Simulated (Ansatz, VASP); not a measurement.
**One calculation of As, two programs**

```
As
1.0
     3.30589    0.00000    0.00000
    -1.65295    2.86299    0.00000
     0.00000    0.00000    9.00385
As
4
Cartesian
  0.0000 0.0000 2.2510
  0.0000 0.0000 6.7529
  0.0000 1.9087 6.7529
  1.6529 0.9543 2.2510
```

Alike in both runs: task relaxation of cell and atoms; functional PBE; k mesh 6 × 6 × 2; occupations gaussian, width 0.1 eV; no spin polarisation.

```csv
,VASP,Ansatz
version,VASP 6.6.1,Ansatz 0.2.0
potentials or method,"VASP PAW PBE potentials, release 64 (As), cutoff 500 eV","scalar-relativistic, plane waves, PAW"
valence electrons in the cell,20,60
```

|  | VASP | Ansatz | Ansatz less VASP |
| --- | --- | --- | --- |
| gap on the k mesh at the Fermi level, each at its own relaxed structure (eV) | none | none | - |
| relaxed volume (Å³/atom) | 24.95 | 24.94 | -0.014 |
| relaxed cell length with the largest relative difference (Å) | 5.874 | 5.880 | +0.0055 |

A gap of «none» marks a metal or a gap that the smearing closes. VASP's potentials hold 20 valence electrons a cell and Ansatz's 60, so a difference there can come from the potentials and not from the codes.

The k mesh is coarse, so the values compare programs but aren't converged. Noted on VASP's run: the volume moved by over 15 % at a fixed basis, so the end points are rough.
